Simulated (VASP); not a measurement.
A run of VASP 6.6.1 is set up as follows.

File INCAR:

```
SYSTEM = VAu
PREC = Accurate
ENCUT = 500
EDIFF = 1E-6
ISMEAR = -1
SIGMA = 0.05
LREAL = .FALSE.
LASPH = .TRUE.
NELM = 200
ALGO = Normal
ISIF = 2
LWAVE = .FALSE.
LCHARG = .FALSE.
ISPIN = 2
MAGMOM = 0.6 0
LORBIT = 11
NUPDOWN = 0.6
LMAXMIX = 4
GGA = PS
NBANDS = 23
GGA_COMPAT = .FALSE.
```

Contents of KPOINTS:

```
regular mesh
0
G
  14 14 14
  0 0 0
```

The input POSCAR:

```
VAu
1.0
    1.4104010158      0.8142954061      4.6110877943
   -1.4104010158      0.8142954061      4.6110877943
    0.0000000000     -1.6285908123      4.6110877943
V Au
1 1
Direct
    0.5000000000      0.5000000000      0.5000000000
    0.0000000000      0.0000000000      0.0000000000
```

Potentials or basis: VASP PAW PBE potentials, release 64 (V_sv, Au).

Command:

```sh
$ cat potpaw_PBE.64/V_sv/POTCAR potpaw_PBE.64/Au/POTCAR > POTCAR
$ mpirun -np 1 vasp_std > vasp.out
```

**Question.** Estimate the pressure.

**Answer.** -8.8 GPa.

Stress tensor (GPa, compression positive):
```
-9.70  0.00  0.00
 0.00 -9.70  0.00
 0.00  0.00 -6.96
```

Caveat: the cell stands under tension; the PAW data sets were made with another functional, which shifts forces and pressure a little; the total moment is fixed, so each spin has its own Fermi level and the state may be an excited one.
